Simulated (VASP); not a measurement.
Input of a VASP 6.6.1 run:

The input INCAR:

```
SYSTEM = Si4O7
PREC = Accurate
ENCUT = 520
EDIFF = 1E-6
ISMEAR = 0
SIGMA = 0.05
LREAL = .False.
LASPH = .True.
NELM = 60
ALGO = Normal
ISIF = 2
LWAVE = .False.
LCHARG = .False.
GGA = PE
NBANDS = 40
```

Contents of KPOINTS:

```
regular mesh
0
Gamma
  6 6 6
  0 0 0
```

File POSCAR:

```
Si4O7
1.0
    0.0000000000      4.2357990674     -2.6899428419
    0.0000000000     -4.2357990674     -2.6899428419
   -4.2357990674      0.0000000000      2.6899428419
Si O
4 7
Direct
    0.2500000000      0.7500000000      0.5000000000
    0.7500000000      0.2500000000      0.5000000000
    0.0000000000      0.0000000000      1.0000000000
    0.5000000000      0.5000000000      1.0000000000
    1.0000000000      0.3069827092      0.3069827092
    0.5569827092      0.7500000000      0.8069827092
    0.0569827092      0.2500000000      0.8069827092
    0.0000000000      0.6930172908      0.6930172908
    0.4791330169      0.0000000000      0.4791330169
    0.9430172908      0.7500000000      0.1930172908
    0.4430172908      0.2500000000      0.1930172908
```

Potentials or basis: VASP PAW PBE potentials, release 64 (Si, O).

Run with:

```console
$ cat potpaw_PBE.64/Si/POTCAR potpaw_PBE.64/O/POTCAR > POTCAR
$ mpirun -np 1 vasp_std > vasp.out
```

**Question.** What does it give for the pressure?

**Answer.** 39.0 GPa.

**Question.** Estimate the band gap on the k mesh.

**Answer.** Zero (bands 29 and 30 overlap by 0.08 eV).

**Question.** Predict the largest force.

**Answer.** 19.513 eV/Å.

Stress tensor (GPa, compression positive):
```
 9.85 -2.47  0.00
-2.47  9.85  0.00
 0.00  0.00 97.45
```

Caveat: the cell differs from its parent crystal (atoms taken out, atom 9 moved 0.500 of the way to it and -0.125 Å across, host rigid).
